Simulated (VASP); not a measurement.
Set up this calculation in VASP 6.6.1, as the native input.

| Item | Value |
| --- | --- |
| Task | single point |
| Functional | PBE |
| Potentials or basis | VASP PAW PBE potentials, release 64 (Li_sv, Cl) |
| Cutoff | 520 eV |
| k mesh | 9 × 9 × 4 |
| Occupations | gaussian, width 0.02 eV |
| Spin | no spin polarisation |
| Dipole correction | no |
| Further INCAR settings | ALGO = Normal; EDIFF = 1e-06; NBANDS = 18 |

The structure of LiCl lies in POSCAR:

```
LiCl
1.0
    3.9698221096      0.0071040368      0.0196244110
   -1.9787587785      3.4325792913     -0.0004308339
    0.0317858050      0.0175457644      6.4731791883
Li Cl
2 2
Direct
    0.6654187408      0.3270462750      0.8777740736
    0.3430530774      0.6735656612      0.3758675622
    0.6623297577      0.3381376168      0.4959055818
    0.3292009720      0.6612504471      1.0004547823
```

This cell differs from its parent crystal: atoms moved at random and the cell strained at random.

One way to write it, as run:

INCAR

```
SYSTEM = LiCl
PREC = Accurate
ENCUT = 520
EDIFF = 1E-6
ISMEAR = 0
SIGMA = 0.02
LREAL = .False.
LASPH = .True.
NELM = 80
ALGO = Normal
ISIF = 2
LWAVE = .False.
LCHARG = .False.
GGA = PE
NBANDS = 18
```

KPOINTS

```
Automatic mesh
0
Gamma
  9 9 4
  0 0 0
```

Potentials or basis: VASP PAW PBE potentials, release 64 (Li_sv, Cl).

Launch:

```sh
$ cat potpaw_PBE.64/Li_sv/POTCAR potpaw_PBE.64/Cl/POTCAR > POTCAR
$ mpirun -np 1 vasp_std > vasp.out
```

It gave:

```json
{
 "Largest force": "0.112 eV/Å",
 "Band gap on the k mesh": "5.78 eV"
}
```

Caveat: the cell differs from its parent crystal (atoms moved at random and the cell strained at random).

It took 110 s on 1 thread of Intel(R) Xeon(R) 6975P-C (Granite Rapids) (shared host), peak memory 0.32 GiB.
